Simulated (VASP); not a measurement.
# As (Fm-3m) in VASP: notebook

The runs below take As through single point, relaxation of cell and atoms, with r2SCAN.

Everything below comes from runs of VASP 6.6.1. Logs are shortened: lines on timing, memory, paths and dates and some standing lists are left out, and cuts for length are marked.

## Step 1: The cell of the first run

It takes space group Fm-3m (No. 225, cubic). The conventional cell has a = 4.244 Å, b = 4.244 Å, c = 4.244 Å, α = 90.00°, β = 90.00°, γ = 90.00°. Within 4.0 Å of As (site symmetry m-3m) lie 12 As at 3.00 Å.

## Step 2: Single point, r2SCAN

POSCAR

```
As
1.0
    0.0000000000      2.1218457410      2.1218457410
    2.1218457410      0.0000000000      2.1218457410
    2.1218457410      2.1218457410      0.0000000000
As
1
Direct
    0.0000000000      0.0000000000      0.0000000000
```

INCAR.step1

```
ALGO = Normal
EDIFF = 1E-4
ENCUT = 520
GGA = PE
ISMEAR = -1
LASPH = True
LCHARG = False
LREAL = False
LWAVE = True
NBANDS = 8
NELM = 80
PREC = Accurate
SIGMA = 0.1
```

INCAR.step2

```
ALGO = Normal
EDIFF = 1E-6
ENCUT = 520
ISIF = 2
ISMEAR = -1
ISTART = 1
LASPH = True
LCHARG = False
LMIXTAU = True
LREAL = False
LWAVE = False
METAGGA = R2SCAN
NBANDS = 8
NELM = 80
PREC = Accurate
SIGMA = 0.1
```

KPOINTS

```
k-points
0
Gamma
  21 21 21
```

Potentials or basis: VASP PAW PBE potentials, release 64 (As).

Started as:

```
cat potpaw_PBE.64/As/POTCAR > POTCAR
cp INCAR.step1 INCAR
mpirun -np 1 vasp_std > vasp.out
cp INCAR.step2 INCAR
mpirun -np 1 vasp_std > vasp.out
```

OUTCAR:

```text
EDIFF = 1E-6
   ENCUT = 520
   ISIF = 2
   ISMEAR = -1
   ISTART = 1
   LASPH = True
   LREAL = False
   METAGGA = R2SCAN
   NELM = 80
   PREC = Accurate

 ion  position               nearest neighbor table
   1  0.000  0.000  0.000-

  LATTYP: Found a face centered cubic cell.
 ALAT       =     4.2436914820

  Lattice vectors:

 A1 = (   0.0000000000,   2.1218457410,   2.1218457410)
 A2 = (   2.1218457410,   0.0000000000,   2.1218457410)
 A3 = (   2.1218457410,   2.1218457410,   0.0000000000)

Analysis of symmetry for initial positions (statically):
=====================================================================
 Subroutine PRICEL returns:
 Original cell was already a primitive cell.

 Routine SETGRP: Setting up the symmetry group for a
 face centered cubic supercell.

 Subroutine GETGRP returns: Found 48 space group operations
 (whereof 48 operations were pure point group operations)
 out of a pool of 48 trial point group operations.

The static configuration has the point symmetry O_h .

Analysis of symmetry for dynamics (positions and initial velocities):
=====================================================================
 Subroutine PRICEL returns:
 Original cell was already a primitive cell.

 Routine SETGRP: Setting up the symmetry group for a
 face centered cubic supercell.

 Subroutine GETGRP returns: Found 48 space group operations
 (whereof 48 operations were pure point group operations)
 out of a pool of 48 trial point group operations.

The dynamic configuration has the point symmetry O_h .

 Subroutine INISYM returns: Found 48 space group operations
 (whereof 48 operations are pure point group operations),
 and found     1 'primitive' translations

----------------------------------------------------------------------------------------

                                     Primitive cell

  volume of cell :      19.1061

  direct lattice vectors                    reciprocal lattice vectors
     0.000000000  2.121845741  2.121845741    -0.235643897  0.235643897  0.235643897
     2.121845741  0.000000000  2.121845741     0.235643897 -0.235643897  0.235643897
     2.121845741  2.121845741  0.000000000     0.235643897  0.235643897 -0.235643897

  length of vectors
     3.000743024  3.000743024  3.000743024     0.408147203  0.408147203  0.408147203

  position of ions in fractional coordinates (direct lattice)
     0.000000000  0.000000000  0.000000000

  ion indices of the primitive-cell ions
   primitive index   ion index
                 1           1

----------------------------------------------------------------------------------------

 KPOINTS: k-points

Automatic generation of k-mesh.
 Grid dimensions read from file:
 generate k-points for:   21   21   21

 Generating k-lattice:

  Cartesian coordinates                     Fractional coordinates (reciprocal lattice)
    -0.011221138  0.011221138  0.011221138     0.047619048  0.000000000  0.000000000
     0.011221138 -0.011221138  0.011221138     0.000000000  0.047619048  0.000000000
     0.011221138  0.011221138 -0.011221138     0.000000000  0.000000000  0.047619048

  Length of vectors
     0.019435581  0.019435581  0.019435581

  Shift w.r.t. Gamma in fractional coordinates (k-lattice)
     0.000000000  0.000000000  0.000000000

 Subroutine IBZKPT returns following result:
 ===========================================

 Found    286 irreducible k-points:

 Following reciprocal coordinates:
            Coordinates               Weight
  0.000000  0.000000  0.000000      1.000000
  0.047619  0.000000  0.000000      8.000000
  0.095238  0.000000  0.000000      8.000000
  0.142857  0.000000  0.000000      8.000000
  0.190476  0.000000  0.000000      8.000000
  0.238095  0.000000  0.000000      8.000000
[... 16 lines left out ...]
 -0.428571  0.047619  0.000000     24.000000
 -0.380952  0.047619  0.000000     24.000000
 [... further k-points ...]
   k-points           NKPTS =    286   k-points in BZ     NKDIM =    286   number of bands    NBANDS=      8
   number of dos      NEDOS =    301   number of ions     NIONS =      1
   total plane-waves  NPLWV =  13824
   dimension x,y,z NGX =    24 NGY =   24 NGZ =   24
   dimension x,y,z NGXF=    48 NGYF=   48 NGZF=   48
   ions per type =               1
   NGX,Y,Z   is equivalent  to a cutoff of  13.30, 13.30, 13.30 a.u.
   NGXF,Y,Z  is equivalent  to a cutoff of  26.59, 26.59, 26.59 a.u.
 SYSTEM =  unknown system
   PREC   = accura    normal or accurate (medium, high low for compatibility)
   ISTART =      1    job   : 0-new  1-cont  2-samecut
   ICHARG =      0    charge: 1-file 2-atom 10-const
   ISPIN  =      1    spin polarized calculation?
   LNONCOLLINEAR =      F non collinear calculations
   LSORBIT =      F    spin-orbit coupling
   LASPH  =      T    aspherical Exc in radial PAW
   ENCUT  =  520.0 eV  38.22 Ry    6.18 a.u.   5.58  5.58  5.58*2*pi/ulx,y,z
   NELM   =     80;   NELMIN=  2; NELMDL=  0     # of ELM steps
   EDIFF  = 0.1E-05   stopping-criterion for ELM
   LREAL  =      F    real-space projection
   EDIFFG = 0.1E-04   stopping-criterion for IOM
   NSW    =      0    number of steps for IOM
   IBRION =     -1    ionic relax: 0-MD 1-quasi-New 2-CG
   NFREE  =      0    steps in history (QN), initial steepest desc. (CG)
   ISIF   =      2    stress and relaxation
   ISYM   =      2    0-nonsym 1-usesym 2-fastsym
   POTIM  = 0.5000    time-step for ionic-motion
   TEBEG  =    0.0;   TEEND  =   0.0 temperature during run
   PSTRESS=    0.0 pullay stress
   NELECT =       5.0000    total number of electrons
   NUPDOWN=      -1.0000    fix difference up-down
   EMIN   =  10.00;   EMAX   =-10.00  energy-range for DOS
   EFERMI =   0.00;   METHOD = LEGACY
   ISMEAR =    -1;   SIGMA  =   0.10  broadening in eV -4-tet -1-fermi 0-gaus
   EFERMI_NEDOS =   21; number of points for ismear=-14 and -15
   IALGO  =     38    algorithm
   IMIX   =      4    mixing-type and parameters
     AMIX     =   0.40;   BMIX     =  1.00
     AMIX_MAG =   1.60;   BMIX_MAG =  1.00
  volume/ion in A,a.u.               =      19.11       128.93
  Fermi-wavevector in a.u.,A,eV,Ry     =   1.047147  1.978821 14.919020  1.096517
  Thomas-Fermi vector in A             =   2.182015
   LORBIT       =      0    0 simple, 1 ext, 2 COOP (PROOUT), +10 PAW based schemes
   METAGGA = R2SCAN    functional components
   LHFCALC =     F    Hartree Fock is set to
   AEXX    =    0.0000 exact exchange contribution
   IVDW    =     0    specifies the selected vdW correction
   LEPSILON=     F    determine dielectric tensor
   LRPA    =     F    only Hartree local field effects (RPA)
 non-spin polarized calculation
  energy-cutoff  :      520.00
  volume of cell :       19.11
 maximum number of plane-waves:       533
   NGX = 11   NGY = 11   NGZ = 11

 number of electron       5.0000001 magnetization

 Free energy of the ion-electron system (eV)
  ---------------------------------------------------
  ext. energy  EPLUGINS =         0.00000000
  ---------------------------------------------------
  free energy    TOTEN  =       -13.96696429 eV

  energy without entropy =      -13.94949195  energy(sigma->0) =      -13.95822812

 E-fermi :   6.3984     XC(G=0): -11.3475

 val. band max:        6.3795895631   @ k =   0.2381   0.0476   0.0000
 cond. band min:       6.4117703474   @ k =  -0.4762   0.2381   0.0952
 fundamental gap:      0.0321807843
 Fermi energy:         6.3984187396

 k-point     1 :       0.0000    0.0000    0.0000
  band No.  band energies     occupation
      1      -9.4958      2.00000
      2      12.3874      0.00000
      3      12.3874      0.00000
      4      12.3874      0.00000
      5      19.3075      0.00000
      6      19.3075      0.00000
      7      19.3075      0.00000
      8      21.7908      0.00000

 k-point     2 :       0.0476    0.0000    0.0000
  band No.  band energies     occupation
      1      -9.4397      2.00000
      2      11.9108      0.00000
      3      12.3209      0.00000
      4      12.3209      0.00000
      5      19.0786      0.00000
      6      19.4339      0.00000
      7      19.4339      0.00000
      8      22.0274      0.00000

 k-point     3 :       0.0952    0.0000    0.0000
  band No.  band energies     occupation
      1      -9.2716      2.00000
      2      10.7103      0.00000
      3      12.1398      0.00000
      4      12.1398      0.00000
      5      18.6281      0.00000
      6      19.7693      0.00000
      7      19.7693      0.00000
      8      22.6552      0.00000

 k-point     4 :       0.1429    0.0000    0.0000
  band No.  band energies     occupation
      1      -8.9927      2.00000
      2       9.1558      0.00000
      3      11.8870      0.00000
      4      11.8870      0.00000
      5      18.1728      0.00000
      6      20.1636      0.00000
      7      20.1636      0.00000
      8      23.4692      0.00000

 k-point     5 :       0.1905    0.0000    0.0000
  band No.  band energies     occupation
      1      -8.6049      2.00000
      2       7.4786      0.00004
      3      11.6066      0.00000
      4      11.6066      0.00000
      5      17.7747      0.00000
      6      20.3172      0.00000
      7      20.3172      0.00000
      8      23.4945      0.00000
[... 177 lines left out ...]
 k-point    22 :      -0.4762    0.0476    0.0000
  band No.  band energies     occupation
      1      -4.8025      2.00000
      2      -0.6348      2.00000
      3      10.1101      0.00000
      4      10.4640      0.00000
      5      17.0933      0.00000
      6      17.8762      0.00000
      7      18.4322      0.00000
      8      21.8949      0.00000

 k-point    23 :      -0.4286    0.0476    0.0000
  band No.  band energies     occupation
      1      -5.1645      2.00000
      2      -0.1266      2.00000
      3      10.0453      0.00000
      4      10.6081      0.00000
      5      17.1442      0.00000
      6      18.0290      0.00000
      7      18.4179      0.00000
      8      22.0265      0.00000

 k-point    24 :      -0.3810    0.0476    0.0000
  band No.  band energies     occupation
      1      -5.8294      2.00000
      2       0.9021      2.00000
      3      10.0448      0.00000
      4      10.8020      0.00000
      5      17.2106      0.00000
      6      18.3393      0.00000
      7      18.5453      0.00000
      8      22.3169      0.00000

 [... further k-points ...]
[... 5 lines left out ...]
  --------------------------------------------------------------------------------------
  -------------------------------------------------------------------------------------
  Total       -0.0224460     -0.0224460     -0.0224460      0.0000000      0.0000000      0.0000000
  in kB       -1.8822544     -1.8822544     -1.8822544      0.0000000      0.0000000      0.0000000
  external PRESSURE =      -1.8822544 kB  Pullay stress =       0.0000000 kB

 VOLUME and BASIS-vectors are now :
 -----------------------------------------------------------------------------
  energy-cutoff  :      520.00
  volume of cell :       19.11
      direct lattice vectors                 reciprocal lattice vectors
     0.000000000  2.121845741  2.121845741    -0.235643897  0.235643897  0.235643897
     2.121845741  0.000000000  2.121845741     0.235643897 -0.235643897  0.235643897
     2.121845741  2.121845741  0.000000000     0.235643897  0.235643897 -0.235643897

 POSITION                                       TOTAL-FORCE (eV/Angst)
 -----------------------------------------------------------------------------------
      0.00000      0.00000      0.00000        -0.000000      0.000000      0.000000
 -----------------------------------------------------------------------------------
    total drift:                               -0.000000      0.000000      0.000000

  FREE ENERGIE OF THE ION-ELECTRON SYSTEM (eV)
  ---------------------------------------------------
  free  energy   TOTEN  =       -13.9669642884 eV

  energy  without entropy=      -13.9494919469  energy(sigma->0) =      -13.95822812
```

Wall time 2.2 min (1 thread of AMD EPYC 9R45 (Zen 5), shared host); peak memory 0.13 GiB.

What came out:

| Quantity | Value |
| --- | --- |
| Free energy | -13.9670 eV |
| Pressure | -0.2 GPa |

Caveat: the PAW data sets were made with another functional, which shifts forces and pressure a little.

## Step 3: Relaxation of cell and atoms, r2SCAN

This run uses another cell than the first one, of 18.30 Å³/atom, 0.958 times its volume.

POSCAR

```
As
1.0
    0.0000000000      2.0916114635      2.0916114635
    2.0916114635      0.0000000000      2.0916114635
    2.0916114635      2.0916114635      0.0000000000
As
1
Direct
    0.0000000000      0.0000000000      0.0000000000
```

INCAR.step1

```
SYSTEM = As
  PREC = Accurate
  ENCUT = 600
  ISMEAR = -1
  SIGMA = 0.1
  LREAL = .FALSE.
  LASPH = .TRUE.
  NELM = 80
  GGA = PE
  ALGO = Normal
  EDIFF = 1E-4
  LWAVE = .TRUE.
  LCHARG = .FALSE.
```

INCAR.step2

```
SYSTEM = As
  PREC = Accurate
  ENCUT = 600
  EDIFF = 1E-7
  ISMEAR = -1
  SIGMA = 0.1
  LREAL = .FALSE.
  LASPH = .TRUE.
  NELM = 80
  ALGO = Normal
  ISIF = 3
  LWAVE = .FALSE.
  LCHARG = .FALSE.
  METAGGA = R2SCAN
  LMIXTAU = .TRUE.
  IBRION = 2
  NSW = 80
  EDIFFG = -0.01
  ISTART = 1
```

KPOINTS

```
regular mesh
0
G
  13 13 13
  0 0 0
```

Potentials or basis: VASP PAW PBE potentials, release 64 (As).

Started as:

```
cat potpaw_PBE.64/As/POTCAR > POTCAR
cp INCAR.step1 INCAR
mpirun -np 1 vasp_std > vasp.out
cp INCAR.step2 INCAR
mpirun -np 1 vasp_std > vasp.out
```

OUTCAR:

```text
SYSTEM = As
   PREC = Accurate
   ENCUT = 600
   EDIFF = 1E-7
   ISMEAR = -1
   LREAL = .FALSE.
   LASPH = .TRUE.
   NELM = 80
   ISIF = 3
   METAGGA = R2SCAN
   IBRION = 2
   NSW = 80
   EDIFFG = -0.01
   ISTART = 1

 ion  position               nearest neighbor table
   1  0.000  0.000  0.000-

  LATTYP: Found a face centered cubic cell.
 ALAT       =     4.1832229270

  Lattice vectors:

 A1 = (   0.0000000000,   2.0916114635,   2.0916114635)
 A2 = (   2.0916114635,   0.0000000000,   2.0916114635)
 A3 = (   2.0916114635,   2.0916114635,   0.0000000000)

Analysis of symmetry for initial positions (statically):
=====================================================================
 Subroutine PRICEL returns:
 Original cell was already a primitive cell.

 Routine SETGRP: Setting up the symmetry group for a
 face centered cubic supercell.

 Subroutine GETGRP returns: Found 48 space group operations
 (whereof 48 operations were pure point group operations)
 out of a pool of 48 trial point group operations.

The static configuration has the point symmetry O_h .

Analysis of symmetry for dynamics (positions and initial velocities):
=====================================================================
 Subroutine PRICEL returns:
 Original cell was already a primitive cell.

 Routine SETGRP: Setting up the symmetry group for a
 face centered cubic supercell.

 Subroutine GETGRP returns: Found 48 space group operations
 (whereof 48 operations were pure point group operations)
 out of a pool of 48 trial point group operations.

The dynamic configuration has the point symmetry O_h .

 Subroutine INISYM returns: Found 48 space group operations
 (whereof 48 operations are pure point group operations),
 and found     1 'primitive' translations

----------------------------------------------------------------------------------------

[... 114 lines left out ...]
   LORBIT       =      0    0 simple, 1 ext, 2 COOP (PROOUT), +10 PAW based schemes
   METAGGA = R2SCAN    functional components
   LHFCALC =     F    Hartree Fock is set to
   AEXX    =    0.0000 exact exchange contribution
   IVDW    =     0    specifies the selected vdW correction
   LEPSILON=     F    determine dielectric tensor
   LRPA    =     F    only Hartree local field effects (RPA)
 conjugate gradient relaxation of ions
 non-spin polarized calculation
  energy-cutoff  :      600.00
  volume of cell :       18.30
 maximum number of plane-waves:       623
   NGX = 11   NGY = 11   NGZ = 11

--------------------------------------- Ionic step        1  -------------------------------------------

 number of electron       4.9999999 magnetization

 Free energy of the ion-electron system (eV)
  ---------------------------------------------------
  ext. energy  EPLUGINS =         0.00000000
  ---------------------------------------------------
  free energy    TOTEN  =       -13.95176389 eV

  energy without entropy =      -13.93130393  energy(sigma->0) =      -13.94153391

------------------------ aborting loop because EDIFF is reached ----------------------------------------

  FORCE on cell =-STRESS in cart. coord.  units (eV):
  Direction    XX          YY          ZZ          XY          YZ          ZX
  --------------------------------------------------------------------------------------
  -------------------------------------------------------------------------------------
  Total        0.4287540      0.4287540      0.4287540      0.0000000     -0.0000000      0.0000000
  in kB       37.5358059     37.5358059     37.5358059      0.0000000     -0.0000000      0.0000000
  external PRESSURE =      37.5358059 kB  Pullay stress =       0.0000000 kB
[... 57 lines left out ...]
--------------------------------------- Ionic step        3  -------------------------------------------

 number of electron       5.0000001 magnetization

 Free energy of the ion-electron system (eV)
  ---------------------------------------------------
  ext. energy  EPLUGINS =         0.00000000
  ---------------------------------------------------
  free energy    TOTEN  =       -13.96059216 eV

  energy without entropy =      -13.93997207  energy(sigma->0) =      -13.95028212

 E-fermi :   6.3613     XC(G=0): -11.3533

 val. band max:        6.3224329736   @ k =   0.4615   0.2308   0.0000
 cond. band min:       6.4134061374   @ k =  -0.3846   0.4615   0.0769
 fundamental gap:      0.0909731637
 Fermi energy:         6.3613099311

 k-point     1 :       0.0000    0.0000    0.0000
  band No.  band energies     occupation
      1      -9.4925      2.00000
      2      12.4143      0.00000
      3      12.4143      0.00000
      4      12.4143      0.00000
      5      19.3277      0.00000
      6      19.3277      0.00000
[... 199 lines left out ...]
 k-point    24 :       0.4615    0.1538    0.0000
  band No.  band energies     occupation
      1      -5.1824      2.00000
      2       1.0050      2.00000
      3       8.0716      0.00000
      4       9.2866      0.00000
      5      15.3974      0.00000
      6      19.9078      0.00000

 [... further k-points ...]
[... 5 lines left out ...]
  --------------------------------------------------------------------------------------
  -------------------------------------------------------------------------------------
  Total        0.0011177      0.0011177      0.0011177      0.0000000     -0.0000000     -0.0000000
  in kB        0.0938548      0.0938548      0.0938548      0.0000000     -0.0000000     -0.0000000
  external PRESSURE =       0.0938548 kB  Pullay stress =       0.0000000 kB
[... 16 lines left out ...]
  FREE ENERGIE OF THE ION-ELECTRON SYSTEM (eV)
  ---------------------------------------------------
  free  energy   TOTEN  =       -13.9605921613 eV

  energy  without entropy=      -13.9399720747  energy(sigma->0) =      -13.95028212

 reached required accuracy - stopping structural energy minimisation
```

It took 1.8 min on 1 thread of AMD EPYC 9R45 (Zen 5), shared host; peak memory 0.12 GiB.

What came out:

| Quantity | Value |
| --- | --- |
| Free energy | -13.9606 eV |
| Relaxed volume | 19.08 Å³/atom |
| Relaxed cell | a = 2.999 Å, b = 2.999 Å, c = 2.999 Å, α = 60.00°, β = 60.00°, γ = 60.00° |
| Space group after relaxing (to 0.05 Å) | Fm-3m (No. 225) |
| Energy gained by relaxing | 8.8 meV/atom |
| Ionic steps | 3 |
| Pressure after relaxing | 0.0 GPa |

Step by step:
```
step  energy change (eV)  largest force (eV/Å)  pressure (GPa)  volume (Å³)
   1              0.0000                0.0000            3.75        18.30
   2             -0.0069                0.0000           -1.56        19.46
   3             -0.0088                0.0000            0.01        19.08
```

Final structure:
```
CELL_PARAMETERS angstrom
0.00000 2.12091 2.12091
2.12091 0.00000 2.12091
2.12091 2.12091 0.00000
ATOMIC_POSITIONS crystal
As 0.00000 0.00000 0.00000
```

Levels at points of the mesh, in eV from the Fermi level:
```tsv
k point	band 1	band 2	band 3	band 4	band 5	band 6
(0.00, 0.00, 0.00)	-15.85	6.05	6.05	6.05	12.97	12.97
```

Caveat: the PAW data sets were made with another functional, which shifts forces and pressure a little.

(Part 1 of 2 ends here.)
